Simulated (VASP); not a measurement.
# Sn (P-1) in VASP: relaxation of cell and atoms with BLYP+D4

Aim: the relaxation of cell and atoms of Sn with BLYP+D4.

Program: VASP 6.6.1. These are calculated values, not measurements. Logs are shortened: lines on timing, memory, paths and dates and some standing lists are left out, and cuts for length are marked.

## 1. The cell of the first run

The typed cell holds 1 atom: a = 3.269 Å, b = 3.303 Å, c = 3.287 Å, α = 110.00°, β = 108.91°, γ = 109.87°.

## 2. Relaxation of cell and atoms, BLYP+D4

Contents of INCAR:

```
PREC = Accurate ; ENCUT = 600
EDIFF = 1E-7 ; ISMEAR = -1
SIGMA = 0.05 ; LREAL = False
LASPH = True ; NELM = 60
ALGO = Fast ; ISIF = 3
LWAVE = False ; LCHARG = False
GGA = B5 ; ALDAX = 1.0
AGGAX = 1.0 ; AGGAC = 1.0
ALDAC = 0.0 ; IVDW = 13
VDW_S6 = 1.0 ; VDW_S8 = 2.34076671
VDW_A1 = 0.44488865 ; VDW_A2 = 4.0933009
IBRION = 2 ; NSW = 60
EDIFFG = -0.01
```

Contents of KPOINTS:

```
Automatic mesh
0
Gamma
  10 10 10
```

Contents of POSCAR:

```
Sn
1.0
   -1.8911382700      1.8977927600      1.8732002100
    1.8971113000     -1.9215372200      1.9029177100
    1.8832449900      1.9136439400     -1.8969446700
Sn
1
Direct
    0.0000000000      0.0000000000      0.0000000000
```

Potentials or basis: VASP PAW PBE potentials, release 64 (Sn_d).

Started as:

```sh
cat potpaw_PBE.64/Sn_d/POTCAR > POTCAR
mpirun -np 1 vasp_std > vasp.out
```

OUTCAR:

```text
PREC = Accurate
   ENCUT = 600
   EDIFF = 1E-7
   ISMEAR = -1
   LREAL = False
   LASPH = True
   NELM = 60
   ISIF = 3
   GGA = B5
   IVDW = 13
   IBRION = 2
   NSW = 60
   EDIFFG = -0.01

 ion  position               nearest neighbor table
   1  0.000  0.000  0.000-

  LATTYP: Found a triclinic cell.
 ALAT       =     8.5230369495
 B/A-ratio  =     0.6311715057
 C/A-ratio  =     0.3832937424
 COS(alpha) =     0.0003116021
 COS(beta)  =     0.2567648264
 COS(gamma) =     0.9493361671

  Lattice vectors:

 A1 = (  -3.7961428500,   7.6307666800,  -0.0534619600)
 A2 = (  -3.7882495700,   3.8193299800,  -0.0297175000)
 A3 = (   1.8892180200,   1.8898994800,   1.8791732500)

Analysis of symmetry for initial positions (statically):
=====================================================================
 Subroutine PRICEL returns:
 Original cell was already a primitive cell.

 Routine SETGRP: Setting up the symmetry group for a
 triclinic supercell.

 Subroutine GETGRP returns: Found  2 space group operations
 (whereof  2 operations were pure point group operations)
 out of a pool of  2 trial point group operations.

The static configuration has the point symmetry S_2 .

Analysis of symmetry for dynamics (positions and initial velocities):
=====================================================================
 Subroutine PRICEL returns:
 Original cell was already a primitive cell.

 Routine SETGRP: Setting up the symmetry group for a
 triclinic supercell.

 Subroutine GETGRP returns: Found  2 space group operations
 (whereof  2 operations were pure point group operations)
 out of a pool of  2 trial point group operations.

The dynamic configuration has the point symmetry S_2 .

 Subroutine INISYM returns: Found  2 space group operations
 (whereof  2 operations are pure point group operations),
 and found     1 'primitive' translations

----------------------------------------------------------------------------------------

                                     Primitive cell

  volume of cell :      27.2030

  direct lattice vectors                    reciprocal lattice vectors
    -1.891138270  1.897792760  1.873200210     0.000130237  0.264028655  0.266482261
     1.897111300 -1.921537220  1.902917710     0.264112127  0.002194233  0.264418266
     1.883244990  1.913643940 -1.896944670     0.265072361  0.262924894  0.001233999

  length of vectors
     3.269082493  3.303397097  3.287406866     0.375131901  0.373733928  0.373355567

  position of ions in fractional coordinates (direct lattice)
     0.000000000  0.000000000  0.000000000

  ion indices of the primitive-cell ions
   primitive index   ion index
                 1           1

----------------------------------------------------------------------------------------

 KPOINTS: Automatic mesh

Automatic generation of k-mesh.
 Grid dimensions read from file:
 generate k-points for:   10   10   10

 Generating k-lattice:

  Cartesian coordinates                     Fractional coordinates (reciprocal lattice)
     0.000013024  0.026402865  0.026648226     0.100000000  0.000000000  0.000000000
     0.026411213  0.000219423  0.026441827     0.000000000  0.100000000  0.000000000
     0.026507236  0.026292489  0.000123400     0.000000000 -0.000000000  0.100000000

  Length of vectors
     0.037513190  0.037373393  0.037335557

  Shift w.r.t. Gamma in fractional coordinates (k-lattice)
     0.000000000  0.000000000  0.000000000

 Subroutine IBZKPT returns following result:
 ===========================================

 Found    504 irreducible k-points:

 Following reciprocal coordinates:
            Coordinates               Weight
  0.000000  0.000000  0.000000      1.000000
  0.100000  0.000000  0.000000      2.000000
  0.200000  0.000000  0.000000      2.000000
  0.300000 -0.000000  0.000000      2.000000
  0.400000 -0.000000  0.000000      2.000000
  0.500000  0.000000  0.000000      1.000000
[... 16 lines left out ...]
 -0.400000  0.200000 -0.000000      2.000000
 -0.300000  0.200000 -0.000000      2.000000
 [... further k-points ...]
   k-points           NKPTS =    504   k-points in BZ     NKDIM =    504   number of bands    NBANDS=     11
   number of dos      NEDOS =    301   number of ions     NIONS =      1
   total plane-waves  NPLWV =  21952
   dimension x,y,z NGX =    28 NGY =   28 NGZ =   28
   dimension x,y,z NGXF=    56 NGYF=   56 NGZF=   56
   ions per type =               1
   NGX,Y,Z   is equivalent  to a cutoff of  14.24, 14.09, 14.16 a.u.
   NGXF,Y,Z  is equivalent  to a cutoff of  28.48, 28.18, 28.32 a.u.
 SYSTEM =  unknown system
   PREC   = accura    normal or accurate (medium, high low for compatibility)
   ISTART =      0    job   : 0-new  1-cont  2-samecut
   ICHARG =      2    charge: 1-file 2-atom 10-const
   ISPIN  =      1    spin polarized calculation?
   LNONCOLLINEAR =      F non collinear calculations
   LSORBIT =      F    spin-orbit coupling
   LASPH  =      T    aspherical Exc in radial PAW
   ENCUT  =  600.0 eV  44.10 Ry    6.64 a.u.   6.53  6.60  6.57*2*pi/ulx,y,z
   NELM   =     60;   NELMIN=  2; NELMDL= -5     # of ELM steps
   EDIFF  = 0.1E-06   stopping-criterion for ELM
   LREAL  =      F    real-space projection
   EDIFFG = -.1E-01   stopping-criterion for IOM
   NSW    =     60    number of steps for IOM
   IBRION =      2    ionic relax: 0-MD 1-quasi-New 2-CG
   NFREE  =      1    steps in history (QN), initial steepest desc. (CG)
   ISIF   =      3    stress and relaxation
   ISYM   =      2    0-nonsym 1-usesym 2-fastsym
   POTIM  = 0.5000    time-step for ionic-motion
   TEBEG  =    0.0;   TEEND  =   0.0 temperature during run
   PSTRESS=    0.0 pullay stress
   NELECT =      14.0000    total number of electrons
   NUPDOWN=      -1.0000    fix difference up-down
   EMIN   =  10.00;   EMAX   =-10.00  energy-range for DOS
   EFERMI =   0.00;   METHOD = LEGACY
   ISMEAR =    -1;   SIGMA  =   0.05  broadening in eV -4-tet -1-fermi 0-gaus
   EFERMI_NEDOS =   21; number of points for ismear=-14 and -15
   IALGO  =     68    algorithm
   IMIX   =      4    mixing-type and parameters
     AMIX     =   0.40;   BMIX     =  1.00
     AMIX_MAG =   1.60;   BMIX_MAG =  1.00
  volume/ion in A,a.u.               =      27.20       183.58
  Fermi-wavevector in a.u.,A,eV,Ry     =   1.311934  2.479195 23.417934  1.721170
  Thomas-Fermi vector in A             =   2.442361
   LORBIT       =      0    0 simple, 1 ext, 2 COOP (PROOUT), +10 PAW based schemes
   GGA     = B5    functional components
   LHFCALC =     F    Hartree Fock is set to
   AEXX    =    0.0000 exact exchange contribution
   IVDW    =    13    specifies the selected vdW correction
   LEPSILON=     F    determine dielectric tensor
   LRPA    =     F    only Hartree local field effects (RPA)
 conjugate gradient relaxation of ions
 non-spin polarized calculation
 RMM-DIIS sequential band-by-band and
  energy-cutoff  :      600.00
  volume of cell :       27.20
 maximum number of plane-waves:       937
 NGX is ok and might be reduce to    28
   NGX = 13   NGY = 13   NGZ = 13

--------------------------------------- Ionic step        1  -------------------------------------------

 number of electron      13.9999996 magnetization

 Free energy of the ion-electron system (eV)
  ---------------------------------------------------
  ext. energy  EPLUGINS =         0.00000000
  ---------------------------------------------------
  free energy    TOTEN  =        -2.87854837 eV

  energy without entropy =       -2.87116551  energy(sigma->0) =       -2.87485694

------------------------ aborting loop because EDIFF is reached ----------------------------------------

  DFT-D4 for vdW energy calculation

  Edisp (eV):   -0.78662

  FORCE on cell =-STRESS in cart. coord.  units (eV):
  Direction    XX          YY          ZZ          XY          YZ          ZX
  --------------------------------------------------------------------------------------
  -------------------------------------------------------------------------------------
  Total       0.16155     0.24558     0.14366    -0.01160    -0.01865     0.00877
  in kB       9.51493    14.46368     8.46086    -0.68309    -1.09849     0.51653
  external pressure =       10.81 kB  Pullay stress =        0.00 kB
[... 94 lines left out ...]
  FREE ENERGIE OF THE ION-ELECTRON SYSTEM (eV)
  ---------------------------------------------------
  free  energy   TOTEN  =        -3.6678693005 eV

  energy  without entropy=       -3.6603223963  energy(sigma->0) =       -3.66409585

[... ionic steps 4 to 54 ...]

--------------------------------------- Ionic step       55  -------------------------------------------

 number of electron      13.9999998 magnetization

------------------------ aborting loop because EDIFF is reached ----------------------------------------

  DFT-D4 for vdW energy calculation

  Edisp (eV):   -0.76238
[... 67 lines left out ...]
  energy  without entropy=       -3.6888133700  energy(sigma->0) =       -3.69076490

--------------------------------------- Ionic step       57  -------------------------------------------

 number of electron      13.9999999 magnetization

 Free energy of the ion-electron system (eV)
  ---------------------------------------------------
  ext. energy  EPLUGINS =         0.00000000
  ---------------------------------------------------
  free energy    TOTEN  =        -2.92913960 eV

  energy without entropy =       -2.92523980  energy(sigma->0) =       -2.92718970

 E-fermi :   8.2578     XC(G=0):  -9.6028

 val. band max:        8.2515120613   @ k =   0.2000  -0.1000   0.3000
 cond. band min:       8.2630390903   @ k =  -0.1000   0.3000   0.5000
 fundamental gap:      0.0115270290
 Fermi energy:         8.2577750115

 k-point     1 :       0.0000    0.0000    0.0000
  band No.  band energies     occupation
      1     -13.3489      2.00000
      2     -13.2947      2.00000
      3     -13.2924      2.00000
      4     -13.2738      2.00000
      5     -13.2103      2.00000
      6      -2.6907      2.00000
      7      15.3922      0.00000
      8      15.4310      0.00000
      9      15.5030      0.00000
     10      19.2100      0.00000
     11      19.7623      0.00000
[... 309 lines left out ...]
 k-point    24 :      -0.3000    0.2000   -0.0000
  band No.  band energies     occupation
      1     -13.3183      2.00000
      2     -13.3057      2.00000
      3     -13.2651      2.00000
      4     -13.2275      2.00000
      5     -13.2181      2.00000
      6      -1.3766      2.00000
      7       9.4896      0.00000
      8      11.9818      0.00000
      9      15.5793      0.00000
     10      18.8797      0.00000
     11      20.4245      0.00000

 [... further k-points ...]

------------------------ aborting loop because EDIFF is reached ----------------------------------------

  DFT-D4 for vdW energy calculation

  Edisp (eV):   -0.76358

  FORCE on cell =-STRESS in cart. coord.  units (eV):
  Direction    XX          YY          ZZ          XY          YZ          ZX
  --------------------------------------------------------------------------------------
  -------------------------------------------------------------------------------------
  Total      -0.00201     0.00303    -0.00317     0.00325    -0.00303    -0.00055
  in kB      -0.11462     0.17320    -0.18086     0.18577    -0.17295    -0.03157
  external pressure =       -0.04 kB  Pullay stress =        0.00 kB
[... 16 lines left out ...]
  FREE ENERGIE OF THE ION-ELECTRON SYSTEM (eV)
  ---------------------------------------------------
  free  energy   TOTEN  =        -3.6927161220 eV

  energy  without entropy=       -3.6888163195  energy(sigma->0) =       -3.69076622

 reached required accuracy - stopping structural energy minimisation
```

Wall time 52 min (1 thread of Intel Xeon 6975P-C (Granite Rapids), shared host); peak memory 0.44 GiB.

What came out:

| Quantity | Value |
| --- | --- |
| Free energy | -3.6927 eV |
| Relaxed volume | 28.06 Å³/atom |
| Relaxed cell | a = 3.322 Å, b = 3.464 Å, c = 3.307 Å, α = 118.44°, β = 90.16°, γ = 118.56° |
| Space group after relaxing (to 0.1 Å) | I4/mmm (No. 139) |
| Energy gained by relaxing | 27.5 meV/atom |
| Ionic steps | 57 |
| Pressure after relaxing | 0.0 GPa |
| Band gap on the k mesh | zero (bands 7 and 8 overlap by 9.13 eV) |
| Dispersion energy per atom | -0.764 eV |

The path:
| step | energy change (eV) | largest force (eV/Å) | pressure (GPa) | volume (Å³) |
| --- | --- | --- | --- | --- |
| 1 | 0.0000 | 0.0000 | 1.08 | 27.20 |
| 3 | -0.0027 | 0.0000 | -0.10 | 27.97 |
| 5 | -0.0068 | 0.0000 | -0.30 | 28.12 |
| 7 | -0.0120 | 0.0000 | -0.64 | 28.40 |
| 9 | -0.0128 | 0.0000 | -0.59 | 28.33 |
| 11 | -0.0140 | 0.0000 | 0.02 | 28.03 |
| 13 | -0.0186 | 0.0000 | 0.08 | 27.95 |
| 15 | -0.0228 | 0.0000 | 0.45 | 27.73 |
| 17 | -0.0234 | 0.0000 | -0.01 | 28.02 |
| 19 | -0.0232 | 0.0000 | -0.28 | 28.22 |
| 21 | -0.0234 | 0.0000 | -0.24 | 28.10 |
| 23 | -0.0237 | 0.0000 | -0.18 | 28.10 |
| 25 | -0.0239 | 0.0000 | 0.09 | 27.93 |
| 27 | -0.0239 | 0.0000 | 0.03 | 27.98 |
| 29 | -0.0240 | 0.0000 | 0.04 | 27.97 |
| 31 | -0.0241 | 0.0000 | 0.02 | 27.99 |
| 33 | -0.0241 | 0.0000 | 0.01 | 27.99 |
| 35 | -0.0243 | 0.0000 | 0.00 | 28.01 |
| 37 | -0.0257 | 0.0000 | 0.02 | 28.07 |
| 39 | -0.0262 | 0.0000 | -0.02 | 28.09 |
| 41 | -0.0263 | 0.0000 | -0.04 | 28.10 |
| 43 | -0.0267 | 0.0000 | 0.01 | 28.07 |
| 45 | -0.0274 | 0.0000 | -0.04 | 28.09 |
| 47 | -0.0275 | 0.0000 | 0.02 | 28.03 |
| 49 | -0.0275 | 0.0000 | 0.13 | 27.97 |
| 51 | -0.0275 | 0.0000 | 0.03 | 28.03 |
| 53 | -0.0275 | 0.0000 | 0.09 | 28.04 |
| 55 | -0.0275 | 0.0000 | -0.17 | 28.11 |
| 57 | -0.0275 | 0.0000 | 0.00 | 28.06 |

Final structure:
```yaml
crystal:
  lattice:
    - [-1.66021, 2.34395, 1.66938]
    - [1.80418, -2.34924, 1.79667]
    - [1.66060, 2.33737, -1.64862]
  atoms:
    - { symbol: Sn, position: [0.00000, 0.00000, 0.00000] }
```

Caveat: the PAW data sets were made with another functional, which shifts forces and pressure a little; spin-orbit coupling is left out, which moves the levels of the heavy elements.
